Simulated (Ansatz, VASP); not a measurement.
Two plane-wave programs on Ir

The input INCAR:

```
PREC = Accurate ; ENCUT = 500
EDIFF = 1E-6 ; ISMEAR = -1
SIGMA = 0.1 ; LREAL = F
LASPH = T ; NELM = 120
ALGO = Normal ; ISIF = 2
LWAVE = F ; LCHARG = F
GGA = CA ; NBANDS = 14
GGA_COMPAT = F
```

File KPOINTS:

```
Automatic mesh
0
Gamma
  17 17 17
```

Contents of POSCAR:

```
Ir
1.0
    0.0000000000      1.9058453410      1.9058453410
    1.9058453410      0.0000000000      1.9058453410
    1.9058453410      1.9058453410      0.0000000000
Ir
1
Direct
    0.0000000000      0.0000000000      0.0000000000
```

Input for Ansatz:

```yaml
crystal:
  lattice:
    - [0.0, 1.905845341, 1.905845341]
    - [1.905845341, 0.0, 1.905845341]
    - [1.905845341, 1.905845341, 0.0]
  atoms:
    - { symbol: Ir, position: [0.0, 0.0, 0.0] }
kpoints:
  mp_grid: { grid: [17, 17, 17] }
  band_path:
    path:
      - [0.0, 0.0, 0.0]
      - [0.5, 0.0, 0.5]
      - [0.625, 0.25, 0.625]
      - [0.375, 0.375, 0.75]
      - [0.0, 0.0, 0.0]
      - [0.5, 0.5, 0.5]
      - [0.5, 0.25, 0.75]
      - [0.5, 0.0, 0.5]
    npoints: 8
scf:
  occupations: { method: fermi_dirac, width: 0.1 }
hamiltonian:
  xc: lda
  pseudopotentials: { kind: paw }
output:
  forces: true
  stress: true
  eigenvalues: true
  populations: true
  dos: { projected: true, de: 0.2, e_range: [-14, 8] }
```

Change from the starting cell: volume scaled by 1, PAW files.

Alike in both runs: task single point; functional LDA; k mesh 17 × 17 × 17; occupations fermi-dirac, width 0.1 eV; no spin polarisation.

|  | VASP | Ansatz |
| --- | --- | --- |
| version | VASP 6.6.1 | Ansatz 0.2.0 |
| potentials or method | VASP PAW LDA potentials, release 64 (Ir_sv_GW) | PAW with Ansatz's default frozen-core files, scalar-relativistic |
| plane-wave cutoff (eV) | 500 | 420 |
| valence electrons in the cell | 17 | 17 |

Ansatz gave:

| Property | Result |
| --- | --- |
| pressure (GPa) | 0.0 |

Task: Which values does VASP return?

Result: Pressure (GPa): -1.8.

LDA's correlation is that of Perdew and Zunger in VASP and of Perdew and Wang (1992) in Ansatz.

Neither program's run includes spin-orbit coupling.
